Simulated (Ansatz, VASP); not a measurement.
# One calculation of Pt, two programs

Contents of INCAR:

```
SYSTEM = Pt
ALGO = Fast
EDIFF = 1E-6
ENCUT = 520
GGA = CA
ISIF = 2
ISMEAR = 0
LASPH = .True.
LCHARG = .False.
LREAL = .False.
LWAVE = .False.
NBANDS = 11
NELM = 80
PREC = Accurate
SIGMA = 0.15
```

File KPOINTS:

```
k-points
0
Gamma
  22 22 22
  0 0 0
```

The input POSCAR:

```
Pt
1.0
    0.0000000000      2.3309303018      1.4666213459
    2.3309303018      0.0000000000      1.4666213459
    2.3309303018      2.3309303018      0.0000000000
Pt
1
Direct
    0.0000000000      0.0000000000      0.0000000000
```

Input for Ansatz:

```yaml
crystal:
  lattice:
    - [0.0, 2.3309303018, 1.4666213459]
    - [2.3309303018, 0.0, 1.4666213459]
    - [2.3309303018, 2.3309303018, 0.0]
  atoms:
    - { symbol: Pt, position: [0.0, 0.0, 0.0] }
basis:
  ecutwfc: 420
kpoints:
  mp_grid: { grid: [22, 22, 22] }
hamiltonian:
  xc: lda
  pseudopotentials: { kind: paw, azcp: { folder: soft_1 } }
scf:
  occupations: { method: gaussian, width: 0.15 }
output:
  forces: true
  stress: true
  eigenvalues: true
```

Alike in both runs: task single point; functional LDA; k mesh 22 × 22 × 22; occupations gaussian, width 0.15 eV; no spin polarisation.

|  | VASP | Ansatz |
| --- | --- | --- |
| version | VASP 6.6.1 | Ansatz 0.2.0 |
| potentials or method | VASP PAW LDA potentials, release 64 (Pt), cutoff 520 eV | scalar-relativistic, plane waves, PAW |
| valence electrons in the cell | 10 | 18 |

VASP gave:

```
gap on the k mesh at the Fermi level (eV)                     : none
pressure (GPa)                                                : -16.4
traceless stress, the component that is largest in VASP (GPa) : -7.24
```

Task: Estimate Ansatz's values.

Result: gap on the k mesh at the Fermi level (eV): none; pressure (GPa): -17.0; traceless stress, the component that is largest in VASP (GPa): -7.47.

Ansatz warns that its potentials were made for another functional, while VASP's fit it. LDA's correlation is that of Perdew and Zunger in VASP and of Perdew and Wang (1992) in Ansatz. A gap of «none» marks a metal or a gap that the smearing closes. VASP's potentials hold 10 valence electrons a cell and Ansatz's 18, so a difference there can come from the potentials and not from the codes.

Neither program's run includes spin-orbit coupling.
